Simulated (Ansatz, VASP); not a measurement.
# One calculation of Al12H, two programs

Contents of INCAR:

```
  PREC = Accurate
  ENCUT = 520
  EDIFF = 1E-7
  ISMEAR = 0
  SIGMA = 0.1
  LREAL = False
  LASPH = True
  NELM = 150
  ALGO = Normal
  ISIF = 2
  LWAVE = False
  LCHARG = False
  ISPIN = 2
  MAGMOM = 0 0 0 0 0 0 0 0 0 0 0 0 1
  LORBIT = 11
  LDIPOL = True
  IDIPOL = 3
  DIPOL = 0.5 0.5 0.299
  GGA = PE
  NBANDS = 34
```

Contents of KPOINTS:

```
Automatic mesh
0
Gamma
  6 6 1
```

POSCAR

```
Al12H
1.0
    5.7143028096      0.0000000000      0.0000000000
   -2.8571514048      4.9487313980      0.0000000000
    0.0000000000      0.0000000000     21.6016424764
Al H
12 1
Direct
    0.3333333333      0.1666666667      0.1851711047
    0.3333333333      0.6666666667      0.1851711047
    0.8333333333      0.1666666667      0.1851711047
    0.8333333333      0.6666666667      0.1851711047
    0.1666666667      0.3333333333      0.2916873740
    0.1666666667      0.8333333333      0.2916873740
    0.6666666667      0.3333333333      0.2916873740
    0.6666666667      0.8333333333      0.2916873740
    0.0000000000      0.0000000000      0.3981939098
    0.0000000000      0.5000000000      0.3981939098
    0.5000000000      0.0000000000      0.3981939098
    0.5000000000      0.5000000000      0.3981939098
    0.3333333333     -0.3333333333      0.3843060770
```

Input for Ansatz:

```yaml
crystal:
  lattice:
    - [5.7143028096, 0.0, 0.0]
    - [-2.8571514048, 4.948731398, 0.0]
    - [0.0, 0.0, 21.6016424764]
  atoms:
    - { symbol: Al, position: [0.3333333333, 0.1666666667, 0.1851711047] }
    - { symbol: Al, position: [0.3333333333, 0.6666666667, 0.1851711047] }
    - { symbol: Al, position: [0.8333333333, 0.1666666667, 0.1851711047] }
    - { symbol: Al, position: [0.8333333333, 0.6666666667, 0.1851711047] }
    - { symbol: Al, position: [0.1666666667, 0.3333333333, 0.291687374] }
    - { symbol: Al, position: [0.1666666667, 0.8333333333, 0.291687374] }
    - { symbol: Al, position: [0.6666666667, 0.3333333333, 0.291687374] }
    - { symbol: Al, position: [0.6666666667, 0.8333333333, 0.291687374] }
    - { symbol: Al, position: [0.0, 0.0, 0.3981939098] }
    - { symbol: Al, position: [0.0, 0.5, 0.3981939098] }
    - { symbol: Al, position: [0.5, 0.0, 0.3981939098] }
    - { symbol: Al, position: [0.5, 0.5, 0.3981939098] }
    - { symbol: H, position: [0.3333333333, -0.3333333333, 0.384306077], spin: 1.0 }
basis:
  ecutwfc: 420
kpoints:
  mp_grid: { grid: [6, 6, 1] }
hamiltonian:
  xc: pbe
scf:
  occupations: { method: gaussian, width: 0.1 }
output:
  forces: true
  eigenvalues: true
  populations: true
magnetization:
  spin_polarized: true
efield:
  axis: 3
  dipole_correction: true
  ramp_width: 0.04
```

Alike in both runs: task single point; functional PBE; k mesh 6 × 6 × 1; occupations gaussian, width 0.1 eV; collinear spin.

```csv
,VASP,Ansatz
version,VASP 6.6.1,Ansatz 0.2.0
potentials or method,"VASP PAW PBE potentials, release 64 (Al, H), cutoff 520 eV","scalar-relativistic, plane waves, PAW"
valence electrons in the cell,37,37
```

Ansatz gave:

```
gap on the k mesh at the Fermi level (eV) : none
rms of the force components (eV/Å)        : 0.354
net moment per atom (μB)                  : 0.00
```

**Question.** What did VASP give for the same quantities?

**Answer.** gap on the k mesh at the Fermi level (eV): none; rms of the force components (eV/Å): 0.353; net moment per atom (μB): 0.00.

Atom by atom the forces differ by 0.002 eV/Å (rms over components). A gap of «none» marks a metal or a gap that the smearing closes. With one functional, cell and mesh, what is left measures potentials, basis and numerics. Ansatz's warnings: seeded moment not kept.
